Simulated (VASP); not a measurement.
# Cu (Fm-3m) in VASP: notebook

Runs on Cu. Level: PBE. Tasks: single point.

Program: VASP 6.6.1. These are calculated values, not measurements. Logs are shortened: lines on timing, memory, paths and dates and some standing lists are left out, and cuts for length are marked.

### 1 The cell of the first run

The structure is cubic, space group Fm-3m (No. 225). The conventional cell has a = 3.692 Å, b = 3.692 Å, c = 3.692 Å, α = 90.00°, β = 90.00°, γ = 90.00°. Cu (site symmetry m-3m) has 12 Cu at 2.61 Å within 3.4 Å.

### 2 Single point, PBE (volume 12.581 Å^3 an atom, c/a of the conventional cell 1.0000)

INCAR reads:

```
PREC = Accurate
ENCUT = 520
EDIFF = 1E-6
ISMEAR = 0
SIGMA = 0.15
LREAL = F
LASPH = T
NELM = 60
ALGO = Normal
ISIF = 2
LWAVE = F
LCHARG = F
GGA = PE
NBANDS = 12
```

KPOINTS reads:

```
regular mesh
0
Gamma
  24 24 24
```

POSCAR reads:

```
Cu
1.0
    0.0000000000      1.8459859400      1.8459859400
    1.8459859400      0.0000000000      1.8459859400
    1.8459859400      1.8459859400      0.0000000000
Cu
1
Direct
    0.0000000000      0.0000000000      0.0000000000
```

Potentials or basis: VASP PAW PBE potentials, release 64 (Cu).

On the command line:

```console
$ cat potpaw_PBE.64/Cu/POTCAR > POTCAR
$ mpirun -np 1 vasp_std > vasp.out
```

OUTCAR:

```text
PREC = Accurate
   ENCUT = 520
   EDIFF = 1E-6
   ISMEAR = 0
   LREAL = F
   LASPH = T
   NELM = 60
   ISIF = 2
   GGA = PE

 ion  position               nearest neighbor table
   1  0.000  0.000  0.000-

  LATTYP: Found a face centered cubic cell.
 ALAT       =     3.6919718800

  Lattice vectors:

 A1 = (   0.0000000000,   1.8459859400,   1.8459859400)
 A2 = (   1.8459859400,   0.0000000000,   1.8459859400)
 A3 = (   1.8459859400,   1.8459859400,   0.0000000000)

Analysis of symmetry for initial positions (statically):
=====================================================================
 Subroutine PRICEL returns:
 Original cell was already a primitive cell.

 Routine SETGRP: Setting up the symmetry group for a
 face centered cubic supercell.

 Subroutine GETGRP returns: Found 48 space group operations
 (whereof 48 operations were pure point group operations)
 out of a pool of 48 trial point group operations.

The static configuration has the point symmetry O_h .

Analysis of symmetry for dynamics (positions and initial velocities):
=====================================================================
 Subroutine PRICEL returns:
 Original cell was already a primitive cell.

 Routine SETGRP: Setting up the symmetry group for a
 face centered cubic supercell.

 Subroutine GETGRP returns: Found 48 space group operations
 (whereof 48 operations were pure point group operations)
 out of a pool of 48 trial point group operations.

The dynamic configuration has the point symmetry O_h .

 Subroutine INISYM returns: Found 48 space group operations
 (whereof 48 operations are pure point group operations),
 and found     1 'primitive' translations

----------------------------------------------------------------------------------------

                                     Primitive cell

  volume of cell :      12.5810

  direct lattice vectors                    reciprocal lattice vectors
     0.000000000  1.845985940  1.845985940    -0.270857968  0.270857968  0.270857968
     1.845985940  0.000000000  1.845985940     0.270857968 -0.270857968  0.270857968
     1.845985940  1.845985940  0.000000000     0.270857968  0.270857968 -0.270857968

  length of vectors
     2.610618352  2.610618352  2.610618352     0.469139762  0.469139762  0.469139762

  position of ions in fractional coordinates (direct lattice)
     0.000000000  0.000000000  0.000000000

  ion indices of the primitive-cell ions
   primitive index   ion index
                 1           1

----------------------------------------------------------------------------------------

 KPOINTS: regular mesh

Automatic generation of k-mesh.
 Grid dimensions read from file:
 generate k-points for:   24   24   24

 Generating k-lattice:

  Cartesian coordinates                     Fractional coordinates (reciprocal lattice)
    -0.011285749  0.011285749  0.011285749     0.041666667  0.000000000  0.000000000
     0.011285749 -0.011285749  0.011285749     0.000000000  0.041666667  0.000000000
     0.011285749  0.011285749 -0.011285749     0.000000000  0.000000000  0.041666667

  Length of vectors
     0.019547490  0.019547490  0.019547490

  Shift w.r.t. Gamma in fractional coordinates (k-lattice)
     0.000000000  0.000000000  0.000000000

 Subroutine IBZKPT returns following result:
 ===========================================

 Found    413 irreducible k-points:

 Following reciprocal coordinates:
            Coordinates               Weight
  0.000000  0.000000  0.000000      1.000000
  0.041667  0.000000  0.000000      8.000000
  0.083333  0.000000  0.000000      8.000000
  0.125000  0.000000  0.000000      8.000000
  0.166667  0.000000  0.000000      8.000000
  0.208333  0.000000  0.000000      8.000000
[... 16 lines left out ...]
  0.416667  0.041667  0.000000     24.000000
  0.458333  0.041667  0.000000     24.000000
 [... further k-points ...]
   k-points           NKPTS =    413   k-points in BZ     NKDIM =    413   number of bands    NBANDS=     12
   number of dos      NEDOS =    301   number of ions     NIONS =      1
   total plane-waves  NPLWV =   8000
   dimension x,y,z NGX =    20 NGY =   20 NGZ =   20
   dimension x,y,z NGXF=    40 NGYF=   40 NGZF=   40
   ions per type =               1
   NGX,Y,Z   is equivalent  to a cutoff of  12.74, 12.74, 12.74 a.u.
   NGXF,Y,Z  is equivalent  to a cutoff of  25.47, 25.47, 25.47 a.u.
 SYSTEM =  unknown system
   PREC   = accura    normal or accurate (medium, high low for compatibility)
   ISTART =      0    job   : 0-new  1-cont  2-samecut
   ICHARG =      2    charge: 1-file 2-atom 10-const
   ISPIN  =      1    spin polarized calculation?
   LNONCOLLINEAR =      F non collinear calculations
   LSORBIT =      F    spin-orbit coupling
   LASPH  =      T    aspherical Exc in radial PAW
   ENCUT  =  520.0 eV  38.22 Ry    6.18 a.u.   4.85  4.85  4.85*2*pi/ulx,y,z
   NELM   =     60;   NELMIN=  2; NELMDL= -5     # of ELM steps
   EDIFF  = 0.1E-05   stopping-criterion for ELM
   LREAL  =      F    real-space projection
[... 7 lines left out ...]
   TEBEG  =    0.0;   TEEND  =   0.0 temperature during run
   PSTRESS=    0.0 pullay stress
   NELECT =      11.0000    total number of electrons
   NUPDOWN=      -1.0000    fix difference up-down
   EMIN   =  10.00;   EMAX   =-10.00  energy-range for DOS
   EFERMI =   0.00;   METHOD = LEGACY
   ISMEAR =     0;   SIGMA  =   0.15  broadening in eV -4-tet -1-fermi 0-gaus
   EFERMI_NEDOS =   21; number of points for ismear=-14 and -15
   IALGO  =     38    algorithm
   IMIX   =      4    mixing-type and parameters
     AMIX     =   0.40;   BMIX     =  1.00
     AMIX_MAG =   1.60;   BMIX_MAG =  1.00
  volume/ion in A,a.u.               =      12.58        84.90
  Fermi-wavevector in a.u.,A,eV,Ry     =   1.565431  2.958236 33.342098  2.450575
  Thomas-Fermi vector in A             =   2.667908
   LORBIT       =      0    0 simple, 1 ext, 2 COOP (PROOUT), +10 PAW based schemes
   GGA     = PE    functional components
   LHFCALC =     F    Hartree Fock is set to
   AEXX    =    0.0000 exact exchange contribution
   IVDW    =     0    specifies the selected vdW correction
   LEPSILON=     F    determine dielectric tensor
   LRPA    =     F    only Hartree local field effects (RPA)
 non-spin polarized calculation
 Gauss-broadening in eV      SIGMA  =   0.15
  energy-cutoff  :      520.00
  volume of cell :       12.58
 maximum number of plane-waves:       348
   NGX =  9   NGY =  9   NGZ =  9

 number of electron      10.9999988 magnetization

 Free energy of the ion-electron system (eV)
  ---------------------------------------------------
  ext. energy  EPLUGINS =         0.00000000
  ---------------------------------------------------
  free energy    TOTEN  =        -3.71966517 eV

  energy without entropy =       -3.71700555  energy(sigma->0) =       -3.71833536

 E-fermi :   6.8374     XC(G=0): -12.3631

 val. band max:        6.7906281696   @ k =   0.4583   0.2500   0.0000
 cond. band min:       6.8388623699   @ k =   0.5000   0.1667   0.0417
 fundamental gap:      0.0482342003
 Fermi energy:         6.8373721146

 k-point     1 :       0.0000    0.0000    0.0000
  band No.  band energies     occupation
      1      -2.0529      2.00000
      2       3.9870      2.00000
      3       3.9870      2.00000
      4       3.9870      2.00000
      5       4.7318      2.00000
      6       4.7318      2.00000
      7      28.9133      0.00000
      8      31.0737      0.00000
      9      31.0737      0.00000
     10      31.0737      0.00000
     11      33.5319      0.00000
     12      33.5319      0.00000

 k-point     2 :       0.0417    0.0000    0.0000
  band No.  band energies     occupation
      1      -1.9923      2.00000
      2       3.9748      2.00000
      3       3.9981      2.00000
      4       3.9981      2.00000
      5       4.7274      2.00000
      6       4.7274      2.00000
      7      28.5528      0.00000
      8      30.1546      0.00000
      9      30.8564      0.00000
     10      30.8564      0.00000
     11      33.8396      0.00000
     12      33.8396      0.00000

 k-point     3 :       0.0833    0.0000    0.0000
  band No.  band energies     occupation
      1      -1.8117      2.00000
      2       3.9402      2.00000
      3       4.0291      2.00000
      4       4.0291      2.00000
      5       4.7164      2.00000
      6       4.7164      2.00000
      7      27.0122      0.00000
      8      29.5756      0.00000
      9      30.3950      0.00000
     10      30.3950      0.00000
     11      34.5633      0.00000
     12      34.5633      0.00000

 k-point     4 :       0.1250    0.0000    0.0000
  band No.  band energies     occupation
      1      -1.5143      2.00000
      2       3.8890      2.00000
      3       4.0720      2.00000
      4       4.0720      2.00000
      5       4.7062      2.00000
      6       4.7062      2.00000
      7      24.9479      0.00000
      8      29.3950      0.00000
      9      29.8953      0.00000
     10      29.8953      0.00000
     11      35.4414      0.00000
     12      35.4415      0.00000

 k-point     5 :       0.1667    0.0000    0.0000
  band No.  band energies     occupation
      1      -1.1066      2.00000
      2       3.8312      2.00000
      3       4.1129      2.00000
      4       4.1129      2.00000
      5       4.7095      2.00000
      6       4.7095      2.00000
      7      22.8325      0.00000
      8      29.2266      0.00000
      9      29.4323      0.00000
     10      29.4323      0.00000
     11      35.4188      0.00000
     12      35.9663      0.00000

 k-point     6 :       0.2083    0.0000    0.0000
  band No.  band energies     occupation
      1      -0.6002      2.00000
      2       3.7817      2.00000
      3       4.1350      2.00000
      4       4.1350      2.00000
      5       4.7414      2.00000
      6       4.7414      2.00000
      7      20.7578      0.00000
      8      29.0025      0.00000
      9      29.0297      0.00000
     10      29.0297      0.00000
     11      35.2754      0.00000
     12      35.3142      0.00000

 k-point     7 :       0.2500    0.0000    0.0000
  band No.  band energies     occupation
      1      -0.0163      2.00000
      2       3.7641      2.00000
      3       4.1292      2.00000
      4       4.1292      2.00000
      5       4.8084      2.00000
      6       4.8084      2.00000
      7      18.7544      0.00000
      8      28.6945      0.00000
      9      28.6945      0.00000
     10      28.7213      0.00000
     11      34.2884      0.00000
     12      34.2884      0.00000

 k-point     8 :       0.2917    0.0000    0.0000
  band No.  band energies     occupation
      1       0.6057      2.00000
      2       3.8171      2.00000
      3       4.1006      2.00000
      4       4.1006      2.00000
      5       4.9015      2.00000
      6       4.9015      2.00000
      7      16.8408      0.00000
      8      28.4090      0.00000
      9      28.4273      0.00000
     10      28.4273      0.00000
     11      33.3638      0.00000
     12      33.3638      0.00000
[... 166 lines left out ...]
 k-point    20 :       0.2917    0.0417    0.0000
  band No.  band energies     occupation
      1       0.4447      2.00000
      2       3.7582      2.00000
      3       4.1057      2.00000
      4       4.1305      2.00000
      5       4.8310      2.00000
      6       4.9343      2.00000
      7      17.5103      0.00000
      8      27.2741      0.00000
      9      27.8377      0.00000
     10      30.0267      0.00000
     11      32.5164      0.00000
     12      34.7922      0.00000

 k-point    21 :       0.3333    0.0417    0.0000
  band No.  band energies     occupation
      1       1.0518      2.00000
      2       3.8785      2.00000
      3       4.0608      2.00000
      4       4.0955      2.00000
      5       4.9624      2.00000
      6       5.0291      2.00000
      7      15.6659      0.00000
      8      27.0961      0.00000
      9      27.6116      0.00000
     10      29.3510      0.00000
     11      32.1546      0.00000
     12      33.9289      0.00000

 k-point    22 :       0.3750    0.0417    0.0000
  band No.  band energies     occupation
      1       1.5596      2.00000
      2       4.0150      2.00000
      3       4.0558      2.00000
      4       4.1641      2.00000
      5       5.1192      2.00000
      6       5.1213      2.00000
      7      13.9459      0.00000
      8      27.0183      0.00000
      9      27.4179      0.00000
     10      28.7005      0.00000
     11      31.8933      0.00000
     12      33.1678      0.00000

 k-point    23 :       0.4167    0.0417    0.0000
  band No.  band energies     occupation
      1       1.8919      2.00000
      2       3.9766      2.00000
      3       4.0194      2.00000
      4       4.5911      2.00000
      5       5.1916      2.00000
      6       5.3587      2.00000
      7      12.3927      0.00000
      8      27.0449      0.00000
      9      27.2507      0.00000
     10      28.1388      0.00000
     11      31.7453      0.00000
     12      32.5210      0.00000

 k-point    24 :       0.4583    0.0417    0.0000
  band No.  band energies     occupation
      1       2.0606      2.00000
      2       3.9504      2.00000
      3       3.9922      2.00000
      4       4.9140      2.00000
      5       5.2369      2.00000
      6       5.8029      2.00000
      7      11.1064      0.00000
      8      27.0688      0.00000
      9      27.1787      0.00000
     10      27.7458      0.00000
     11      31.7149      0.00000
     12      31.9950      0.00000

 [... further k-points ...]
[... 5 lines left out ...]
  --------------------------------------------------------------------------------------
  -------------------------------------------------------------------------------------
  Total       -0.4502778     -0.4502778     -0.4502778      0.0000000      0.0000000      0.0000000
  in kB      -57.3424072    -57.3424072    -57.3424072      0.0000000      0.0000000      0.0000000
  external PRESSURE =     -57.3424072 kB  Pullay stress =       0.0000000 kB

 VOLUME and BASIS-vectors are now :
 -----------------------------------------------------------------------------
  energy-cutoff  :      520.00
  volume of cell :       12.58
      direct lattice vectors                 reciprocal lattice vectors
     0.000000000  1.845985940  1.845985940    -0.270857968  0.270857968  0.270857968
     1.845985940  0.000000000  1.845985940     0.270857968 -0.270857968  0.270857968
     1.845985940  1.845985940  0.000000000     0.270857968  0.270857968 -0.270857968

 POSITION                                       TOTAL-FORCE (eV/Angst)
 -----------------------------------------------------------------------------------
      0.00000      0.00000      0.00000         0.000000      0.000000      0.000000
 -----------------------------------------------------------------------------------
    total drift:                                0.000000      0.000000      0.000000

  FREE ENERGIE OF THE ION-ELECTRON SYSTEM (eV)
  ---------------------------------------------------
  free  energy   TOTEN  =        -3.7196651662 eV

  energy  without entropy=       -3.7170055519  energy(sigma->0) =       -3.71833536
```

Wall time 26 s (1 thread of Intel Xeon 6975P-C (Granite Rapids), shared host); peak memory 0.17 GiB.

What came out:

| Quantity | Value |
| --- | --- |
| Free energy | -3.7197 eV |
| Pressure | -5.7 GPa |

(Part 1 of 2 ends here.)
